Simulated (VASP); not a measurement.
# Pt (Fm-3m) in VASP: a series of runs

Runs on Pt. Level: LDA. Tasks: single point, relaxation of volume and atoms at fixed shape.

Program: VASP 6.6.1. These are calculated values, not measurements. Logs are shortened: lines on timing, memory, paths and dates and some standing lists are left out, and cuts for length are marked.

**1. The cell of the first run**

The structure is cubic, space group Fm-3m (No. 225). Conventional cell: a = 3.892 Å, b = 3.892 Å, c = 3.892 Å, α = 90.00°, β = 90.00°, γ = 90.00°. Pt (site symmetry m-3m) has 12 Pt at 2.75 Å within 3.6 Å.

**2. Single point, LDA**

Input file INCAR:

```
ALGO = Normal
EDIFF = 1E-6
ENCUT = 500
GGA_COMPAT = F
ISIF = 2
ISMEAR = 0
LASPH = T
LCHARG = T
LELF = T
LREAL = F
LVHAR = T
LWAVE = F
NBANDS = 11
NELM = 120
PREC = Accurate
SIGMA = 0.1
```

Input file KPOINTS:

```
k-points
0
Gamma
  9 9 9
```

Input file POSCAR:

```
Pt
1.0
    0.0000000000      1.9459226234      1.9459226234
    1.9459226234      0.0000000000      1.9459226234
    1.9459226234      1.9459226234      0.0000000000
Pt
1
Direct
    0.0000000000      0.0000000000      0.0000000000
```

Potentials or basis: VASP PAW LDA potentials, release 64 (Pt).

On the command line:

```sh
cat potpaw_LDA.64/Pt/POTCAR > POTCAR
mpirun -np 1 vasp_std > vasp.out
```

OUTCAR:

```text
EDIFF = 1E-6
   ENCUT = 500
   ISIF = 2
   ISMEAR = 0
   LASPH = T
   LREAL = F
   NELM = 120
   PREC = Accurate

 ion  position               nearest neighbor table
   1  0.000  0.000  0.000-

  LATTYP: Found a face centered cubic cell.
 ALAT       =     3.8918452468

  Lattice vectors:

 A1 = (   0.0000000000,   1.9459226234,   1.9459226234)
 A2 = (   1.9459226234,   0.0000000000,   1.9459226234)
 A3 = (   1.9459226234,   1.9459226234,   0.0000000000)

Analysis of symmetry for initial positions (statically):
=====================================================================
 Subroutine PRICEL returns:
 Original cell was already a primitive cell.

 Routine SETGRP: Setting up the symmetry group for a
 face centered cubic supercell.

 Subroutine GETGRP returns: Found 48 space group operations
 (whereof 48 operations were pure point group operations)
 out of a pool of 48 trial point group operations.

The static configuration has the point symmetry O_h .

Analysis of symmetry for dynamics (positions and initial velocities):
=====================================================================
 Subroutine PRICEL returns:
 Original cell was already a primitive cell.

 Routine SETGRP: Setting up the symmetry group for a
 face centered cubic supercell.

 Subroutine GETGRP returns: Found 48 space group operations
 (whereof 48 operations were pure point group operations)
 out of a pool of 48 trial point group operations.

The dynamic configuration has the point symmetry O_h .

 Subroutine INISYM returns: Found 48 space group operations
 (whereof 48 operations are pure point group operations),
 and found     1 'primitive' translations

----------------------------------------------------------------------------------------

                                     Primitive cell

  volume of cell :      14.7369

  direct lattice vectors                    reciprocal lattice vectors
     0.000000000  1.945922623  1.945922623    -0.256947524  0.256947524  0.256947524
     1.945922623  0.000000000  1.945922623     0.256947524 -0.256947524  0.256947524
     1.945922623  1.945922623  0.000000000     0.256947524  0.256947524 -0.256947524

  length of vectors
     2.751950165  2.751950165  2.751950165     0.445046166  0.445046166  0.445046166

  position of ions in fractional coordinates (direct lattice)
     0.000000000  0.000000000  0.000000000

  ion indices of the primitive-cell ions
   primitive index   ion index
                 1           1

----------------------------------------------------------------------------------------

 KPOINTS: k-points

Automatic generation of k-mesh.
 Grid dimensions read from file:
 generate k-points for:    9    9    9

 Generating k-lattice:

  Cartesian coordinates                     Fractional coordinates (reciprocal lattice)
    -0.028549725  0.028549725  0.028549725     0.111111111  0.000000000  0.000000000
     0.028549725 -0.028549725  0.028549725     0.000000000  0.111111111  0.000000000
     0.028549725  0.028549725 -0.028549725     0.000000000  0.000000000  0.111111111

  Length of vectors
     0.049449574  0.049449574  0.049449574

  Shift w.r.t. Gamma in fractional coordinates (k-lattice)
     0.000000000  0.000000000  0.000000000

 Subroutine IBZKPT returns following result:
 ===========================================

 Found     35 irreducible k-points:

 Following reciprocal coordinates:
            Coordinates               Weight
  0.000000  0.000000  0.000000      1.000000
  0.111111  0.000000  0.000000      8.000000
  0.222222  0.000000  0.000000      8.000000
  0.333333  0.000000  0.000000      8.000000
  0.444444  0.000000  0.000000      8.000000
  0.111111  0.111111  0.000000      6.000000
[... 16 lines left out ...]
 -0.333333  0.333333  0.000000     12.000000
  0.444444  0.444444  0.000000      6.000000
 [... further k-points ...]
   k-points           NKPTS =     35   k-points in BZ     NKDIM =     35   number of bands    NBANDS=     11
   number of dos      NEDOS =    301   number of ions     NIONS =      1
   total plane-waves  NPLWV =   8000
   dimension x,y,z NGX =    20 NGY =   20 NGZ =   20
   dimension x,y,z NGXF=    40 NGYF=   40 NGZF=   40
   ions per type =               1
   NGX,Y,Z   is equivalent  to a cutoff of  12.08, 12.08, 12.08 a.u.
   NGXF,Y,Z  is equivalent  to a cutoff of  24.16, 24.16, 24.16 a.u.
 SYSTEM =  unknown system
   PREC   = accura    normal or accurate (medium, high low for compatibility)
   ISTART =      0    job   : 0-new  1-cont  2-samecut
   ICHARG =      2    charge: 1-file 2-atom 10-const
   ISPIN  =      1    spin polarized calculation?
   LNONCOLLINEAR =      F non collinear calculations
   LSORBIT =      F    spin-orbit coupling
   LASPH  =      T    aspherical Exc in radial PAW
   ENCUT  =  500.0 eV  36.75 Ry    6.06 a.u.   5.02  5.02  5.02*2*pi/ulx,y,z
   NELM   =    120;   NELMIN=  2; NELMDL= -5     # of ELM steps
   EDIFF  = 0.1E-05   stopping-criterion for ELM
   LREAL  =      F    real-space projection
   EDIFFG = 0.1E-04   stopping-criterion for IOM
   NSW    =      0    number of steps for IOM
   IBRION =     -1    ionic relax: 0-MD 1-quasi-New 2-CG
   NFREE  =      0    steps in history (QN), initial steepest desc. (CG)
   ISIF   =      2    stress and relaxation
   ISYM   =      2    0-nonsym 1-usesym 2-fastsym
   POTIM  = 0.5000    time-step for ionic-motion
   TEBEG  =    0.0;   TEEND  =   0.0 temperature during run
   PSTRESS=    0.0 pullay stress
   NELECT =      10.0000    total number of electrons
   NUPDOWN=      -1.0000    fix difference up-down
   EMIN   =  10.00;   EMAX   =-10.00  energy-range for DOS
   EFERMI =   0.00;   METHOD = LEGACY
   ISMEAR =     0;   SIGMA  =   0.10  broadening in eV -4-tet -1-fermi 0-gaus
   EFERMI_NEDOS =   21; number of points for ismear=-14 and -15
   IALGO  =     38    algorithm
   IMIX   =      4    mixing-type and parameters
     AMIX     =   0.40;   BMIX     =  1.00
     AMIX_MAG =   1.60;   BMIX_MAG =  1.00
  volume/ion in A,a.u.               =      14.74        99.45
  Fermi-wavevector in a.u.,A,eV,Ry     =   1.438597  2.718555 28.158106  2.069562
  Thomas-Fermi vector in A             =   2.557546
   LORBIT       =      0    0 simple, 1 ext, 2 COOP (PROOUT), +10 PAW based schemes
   GGA     = CA    functional components
   LHFCALC =     F    Hartree Fock is set to
   AEXX    =    0.0000 exact exchange contribution
   IVDW    =     0    specifies the selected vdW correction
   LEPSILON=     F    determine dielectric tensor
   LRPA    =     F    only Hartree local field effects (RPA)
 non-spin polarized calculation
 Gauss-broadening in eV      SIGMA  =   0.10
  energy-cutoff  :      500.00
  volume of cell :       14.74
 maximum number of plane-waves:       385
   NGX =  9   NGY =  9   NGZ =  9

 number of electron      10.0000000 magnetization

 Free energy of the ion-electron system (eV)
  ---------------------------------------------------
  ext. energy  EPLUGINS =         0.00000000
  ---------------------------------------------------
  free energy    TOTEN  =        -7.53943296 eV

  energy without entropy =       -7.53331473  energy(sigma->0) =       -7.53637384

 E-fermi :  11.6183     XC(G=0): -13.8207

 val. band max:       11.5742418510   @ k =   0.4444   0.4444   0.0000
 cond. band min:      11.6308925462   @ k =   0.4444   0.1111   0.0000
 fundamental gap:      0.0566506952
 Fermi energy:        11.6182859109

 k-point     1 :       0.0000    0.0000    0.0000
  band No.  band energies     occupation
      1       1.0867      2.00000
      2       7.6340      2.00000
      3       7.6340      2.00000
      4       7.6340      2.00000
      5       9.9143      2.00000
      6       9.9143      2.00000
      7      26.1441      0.00000
      8      31.2008      0.00000
      9      31.2008      0.00000
     10      31.2008      0.00000
     11      36.7376      0.00000

 k-point     2 :       0.1111    0.0000    0.0000
  band No.  band energies     occupation
      1       1.5851      2.00000
      2       7.4247      2.00000
      3       7.8216      2.00000
      4       7.8216      2.00000
      5       9.8192      2.00000
      6       9.8192      2.00000
      7      26.9068      0.00000
      8      29.1548      0.00000
      9      31.9851      0.00000
     10      31.9851      0.00000
     11      38.3973      0.00000

 k-point     3 :       0.2222    0.0000    0.0000
  band No.  band energies     occupation
      1       2.8384      2.00000
      2       7.2018      2.00000
      3       8.0449      2.00000
      4       8.0449      2.00000
      5       9.9380      2.00000
      6       9.9380      2.00000
      7      25.9002      0.00000
      8      28.0697      0.00000
      9      34.0001      0.00000
     10      34.0001      0.00000
     11      35.4346      0.00000

 k-point     4 :       0.3333    0.0000    0.0000
  band No.  band energies     occupation
      1       3.8333      2.00000
      2       7.8480      2.00000
      3       7.8480      2.00000
      4       8.1664      2.00000
      5      10.7388      2.00000
      6      10.7388      2.00000
      7      22.0807      0.00000
      8      26.9942      0.00000
      9      33.1557      0.00000
     10      33.1557      0.00000
     11      36.8265      0.00000
[... 239 lines left out ...]
 k-point    22 :      -0.4444    0.3333    0.0000
  band No.  band energies     occupation
      1       4.9782      2.00000
      2       5.7444      2.00000
      3       8.7226      2.00000
      4      10.1842      2.00000
      5      11.6838      0.35402
      6      16.6009      0.00000
      7      18.4001      0.00000
      8      23.2536      0.00000
      9      25.9884      0.00000
     10      31.9308      0.00000
     11      37.7261      0.00000

 k-point    23 :      -0.3333    0.3333    0.0000
  band No.  band energies     occupation
      1       5.4875      2.00000
      2       6.5164      2.00000
      3       7.7314      2.00000
      4       9.6333      2.00000
      5      10.9237      2.00000
      6      15.9793      0.00000
      7      20.5467      0.00000
      8      21.5112      0.00000
      9      28.5084      0.00000
     10      30.6818      0.00000
     11      38.2761      0.00000

 k-point    24 :       0.4444    0.4444    0.0000
  band No.  band energies     occupation
      1       4.3078      2.00000
      2       4.7664      2.00000
      3      11.5742      1.46663
      4      11.8821      0.00019
      5      11.8821      0.00019
      6      12.4981      0.00000
      7      21.7911      0.00000
      8      23.4192      0.00000
      9      23.4192      0.00000
     10      31.8661      0.00000
     11      35.2108      0.00000

 [... further k-points ...]

------------------------ aborting loop because EDIFF is reached ----------------------------------------

  FORCE on cell =-STRESS in cart. coord.  units (eV):
  Direction    XX          YY          ZZ          XY          YZ          ZX
  --------------------------------------------------------------------------------------
  -------------------------------------------------------------------------------------
  Total        0.0743459      0.0743459      0.0743459      0.0000000     -0.0000000      0.0000000
  in kB        8.0827833      8.0827833      8.0827833      0.0000000     -0.0000000      0.0000000
  external PRESSURE =       8.0827833 kB  Pullay stress =       0.0000000 kB

 VOLUME and BASIS-vectors are now :
 -----------------------------------------------------------------------------
  energy-cutoff  :      500.00
  volume of cell :       14.74
      direct lattice vectors                 reciprocal lattice vectors
     0.000000000  1.945922623  1.945922623    -0.256947524  0.256947524  0.256947524
     1.945922623  0.000000000  1.945922623     0.256947524 -0.256947524  0.256947524
     1.945922623  1.945922623  0.000000000     0.256947524  0.256947524 -0.256947524

 POSITION                                       TOTAL-FORCE (eV/Angst)
 -----------------------------------------------------------------------------------
      0.00000      0.00000      0.00000         0.000000      0.000000      0.000000
 -----------------------------------------------------------------------------------
    total drift:                                0.000000      0.000000      0.000000

  FREE ENERGIE OF THE ION-ELECTRON SYSTEM (eV)
  ---------------------------------------------------
  free  energy   TOTEN  =        -7.5394329577 eV

  energy  without entropy=       -7.5333147298  energy(sigma->0) =       -7.53637384
```

Wall time 8.1 s (1 thread of Intel Xeon 8259CL, shared host); peak memory 0.12 GiB.

What came out:

| Property | Result |
| --- | --- |
| Free energy | -7.5394 eV |
| Pressure | 0.8 GPa |
| Band gap on the k mesh | zero (band 5 reaches 11.97 eV, above the bottom of band 6 at 9.82 eV) |

Levels at points of the mesh, in eV from the Fermi level:
```tsv
k point	band 3	band 4	band 5	band 6	band 7	band 8
(0.00, 0.00, 0.00)	-3.98	-3.98	-1.70	-1.70	14.53	19.58
```

Caveat: spin-orbit coupling is left out, which moves the levels of the heavy elements.

(Continued in part 2 of 2.)
